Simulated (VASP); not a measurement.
# Si (Fd-3m) in VASP: phonons with r2SCAN

Aim: the phonons of Si with r2SCAN.

Program: VASP 6.6.1. These are calculated values, not measurements. Logs are shortened: lines on timing, memory, paths and dates and some standing lists are left out, and cuts for length are marked.

## (1) The cell of the first run

The structure is cubic, space group Fd-3m (No. 227). The conventional cell has a = 5.483 Å, b = 5.483 Å, c = 5.483 Å, α = 90.00°, β = 90.00°, γ = 90.00°. Si (site symmetry -43m) has 4 Si at 2.37 Å within 3.1 Å.

## (2) Phonons, r2SCAN

The input, INCAR:

```
ALGO = Normal
EDIFF = 1E-8
ENCUT = 520
IBRION = 6
ISIF = 2
ISMEAR = 0
LASPH = True
LCHARG = False
LMIXTAU = True
LREAL = False
LWAVE = False
METAGGA = R2SCAN
NBANDS = 11
NELM = 60
NFREE = 2
NSW = 1
POTIM = 0.015
PREC = Accurate
SIGMA = 0.01
```

The input, KPOINTS:

```
k-points
0
Gamma
  8 8 8
```

The input, POSCAR:

```
Si
1.0
    2.7416668312      2.7416668312      0.0000000000
   -2.7416668312      2.7416668312      0.0000000000
    0.0000000000      2.7416668312      2.7416668312
Si
2
Direct
    0.2500000000      0.7500000000      0.5000000000
    0.0000000000      0.0000000000      0.0000000000
```

Potentials or basis: VASP PAW PBE potentials, release 64 (Si).

The run is started by

```bash
cat potpaw_PBE.64/Si/POTCAR > POTCAR
mpirun -np 1 vasp_std > vasp.out
```

OUTCAR:

```text
EDIFF = 1E-8
   ENCUT = 520
   IBRION = 6
   ISIF = 2
   ISMEAR = 0
   LASPH = True
   LREAL = False
   METAGGA = R2SCAN
   NELM = 60
   NFREE = 2
   NSW = 1
   POTIM = 0.015
   PREC = Accurate

 ion  position               nearest neighbor table
   1  0.250  0.750  0.500-   2 2.37   2 2.37   2 2.37   2 2.37
   2  0.000  0.000  0.000-   1 2.37   1 2.37   1 2.37   1 2.37

  LATTYP: Found a face centered cubic cell.
 ALAT       =     5.4833336624

  Lattice vectors:

 A1 = (   0.0000000000,   2.7416668312,   2.7416668312)
 A2 = (   2.7416668312,   0.0000000000,   2.7416668312)
 A3 = (   2.7416668312,   2.7416668312,   0.0000000000)

Analysis of symmetry for initial positions (statically):
=====================================================================
 Subroutine PRICEL returns:
 Original cell was already a primitive cell.

 Routine SETGRP: Setting up the symmetry group for a
 face centered cubic supercell.

 Subroutine GETGRP returns: Found 48 space group operations
 (whereof 24 operations were pure point group operations)
 out of a pool of 48 trial point group operations.

The static configuration has the point symmetry T_d .
 The point group associated with its full space group is O_h .

Analysis of symmetry for dynamics (positions and initial velocities):
=====================================================================
 Subroutine PRICEL returns:
 Original cell was already a primitive cell.

 Routine SETGRP: Setting up the symmetry group for a
 face centered cubic supercell.

 Subroutine GETGRP returns: Found 48 space group operations
 (whereof 24 operations were pure point group operations)
 out of a pool of 48 trial point group operations.

The dynamic configuration has the point symmetry T_d .
 The point group associated with its full space group is O_h .

 Subroutine INISYM returns: Found 48 space group operations
 (whereof 24 operations are pure point group operations),
 and found     1 'primitive' translations

----------------------------------------------------------------------------------------

                                     Primitive cell

  volume of cell :      41.2168

  direct lattice vectors                    reciprocal lattice vectors
     2.741666831  2.741666831  0.000000000     0.182370810  0.182370810 -0.182370810
    -2.741666831  2.741666831  0.000000000    -0.182370810  0.182370810 -0.182370810
     0.000000000  2.741666831  2.741666831     0.000000000  0.000000000  0.364741619
[... 215 lines left out ...]

 E-fermi :   5.5783     XC(G=0):  -9.7397

 val. band max:        5.5237590762   @ k =   0.0000   0.0000   0.0000
 cond. band min:       6.3040559744   @ k =  -0.3750   0.3750   0.0000
 fundamental gap:      0.7802968982
 Fermi energy:         5.5783429324

 k-point     1 :       0.0000    0.0000    0.0000
  band No.  band energies     occupation
      1      -6.8750      2.00000
      2       5.3721      2.00000
      3       5.4485      2.00000
      4       5.5238      2.00000
      5       8.1468      0.00000
      6       8.1914      0.00000
      7       8.2375      0.00000
      8       9.0820      0.00000
      9      13.5597      0.00000
     10      13.5612      0.00000
     11      14.0154      0.00000
[... 309 lines left out ...]
 k-point    24 :       0.5000    0.2500    0.1250
  band No.  band energies     occupation
      1      -3.9600      2.00000
      2      -1.4787      2.00000
      3       1.9457      2.00000
      4       3.2168      2.00000
      5       8.7652      0.00000
      6       8.8475      0.00000
      7      11.7021      0.00000
      8      13.0084      0.00000
      9      13.2635      0.00000
     10      16.5860      0.00000
     11      17.7179      0.00000

 [... further k-points ...]

------------------------ aborting loop because EDIFF is reached ----------------------------------------

  FORCE on cell =-STRESS in cart. coord.  units (eV):
  Direction    XX          YY          ZZ          XY          YZ          ZX
  --------------------------------------------------------------------------------------
  -------------------------------------------------------------------------------------
  Total       -0.5694329     -0.5660487     -0.5660487      0.0000000      0.1267157      0.0000000
  in kB      -22.1349789    -22.0034299    -22.0034299      0.0000000      4.9256900      0.0000000
  external PRESSURE =     -22.0472796 kB  Pullay stress =       0.0000000 kB
[... 17 lines left out ...]
  FREE ENERGIE OF THE ION-ELECTRON SYSTEM (eV)
  ---------------------------------------------------
  free  energy   TOTEN  =       -17.5388715971 eV

  energy  without entropy=      -17.5388715971  energy(sigma->0) =      -17.53887160

 INTERNAL STRAIN TENSORS FROM DISPLACED ATOMS
 ============================================

 INTERNAL STRAIN TENSOR FOR ION    1 for displacements in x,y,z  (eV/Angst):
          X           Y           Z          XY          YZ          ZX
  --------------------------------------------------------------------------------
  x    -0.00000    -0.00000    -0.00000     0.00000    -8.44734     0.00000
  y    -0.00000    -0.00000    -0.00000     0.00000     0.00000    -8.44734
  z    -0.00000    -0.00000    -0.00000    -8.44734     0.00000     0.00000

 INTERNAL STRAIN TENSOR FOR ION    2 for displacements in x,y,z  (eV/Angst):
          X           Y           Z          XY          YZ          ZX
  --------------------------------------------------------------------------------
  x     0.00000     0.00000     0.00000     0.00000     8.44734     0.00000
  y     0.00000     0.00000     0.00000     0.00000     0.00000     8.44734
  z     0.00000     0.00000     0.00000     8.44734     0.00000     0.00000

 Eigenvectors and eigenvalues of the dynamical matrix
 ----------------------------------------------------

   1 f  =   15.193506 THz    95.463613 2PiTHz  506.800803 cm-1    62.835263 meV
             X         Y         Z           dx          dy          dz
     -1.370833  4.112500  1.370833    -0.171499   -0.685994    0.000000
      0.000000  0.000000  0.000000     0.171499    0.685994    0.000000
[... 16 lines left out ...]
   5 f  =    0.000000 THz     0.000000 2PiTHz    0.000000 cm-1     0.000000 meV
             X         Y         Z           dx          dy          dz
     -1.370833  4.112500  1.370833    -0.000000    0.000000    0.707107
      0.000000  0.000000  0.000000     0.000000    0.000000    0.707107

   6 f/i=    0.000000 THz     0.000001 2PiTHz    0.000005 cm-1     0.000001 meV
             X         Y         Z           dx          dy          dz
     -1.370833  4.112500  1.370833     0.693575   -0.137670    0.000000
      0.000000  0.000000  0.000000     0.693575   -0.137670    0.000000

 ELASTIC MODULI CONTR FROM IONIC RELAXATION (kBar)
 Direction    XX          YY          ZZ          XY          YZ          ZX
 --------------------------------------------------------------------------------
 XX          -0.0000     -0.0000     -0.0000     -0.0000     -0.0000     -0.0000
 YY          -0.0000     -0.0000     -0.0000     -0.0000     -0.0000     -0.0000
 ZZ          -0.0000     -0.0000     -0.0000     -0.0000     -0.0000     -0.0000
 XY          -0.0000     -0.0000     -0.0000   -209.1308      0.0000     -0.0000
 YZ          -0.0000     -0.0000     -0.0000      0.0000   -209.1308      0.0000
 ZX          -0.0000     -0.0000     -0.0000     -0.0000      0.0000   -209.1308
 --------------------------------------------------------------------------------
```

stdout:

```text
POSCAR found type information on POSCAR Si
 POSCAR found :  1 types and       2 ions
 scaLAPACK will be used
 -----------------------------------------------------------------------------
|                                                                             |
|                                                                             |
|     You enforced a specific xc type in the INCAR file but a different       |
|     I HOPE YOU KNOW WHAT YOU ARE DOING!                                     |
|                                                                             |
 -----------------------------------------------------------------------------

 LDA part: xc-table for (None), standard interpolation
 POSCAR, INCAR and KPOINTS ok, starting setup
 FFT: planning ... GRIDC
 FFT: planning ... GRID_SOFT
 FFT: planning ... GRID
 WAVECAR not read
 entering main loop
 Found     1 degrees of freedom:
 Finite differences POTIM= 0.01500 DOF=   1
 bond charge predicted
 Finite differences progress:
 bond charge predicted
 Finite differences progress:
```

It took 13 min on 1 thread of AMD EPYC 7R13, shared host; peak memory 0.18 GiB.

Results:

```yaml
Highest_phonon_frequency_at_Γ: 507 cm⁻¹
```

Phonon frequencies in cm⁻¹ (negative: imaginary):
| q point | frequencies |
| --- | --- |
| (0.000, 0.000, 0.000) | 0 0 0 507 507 507 |

Caveat: the cell stands under pressure or tension, which shifts response properties; the PAW data sets were made with another functional, which shifts forces and pressure a little.
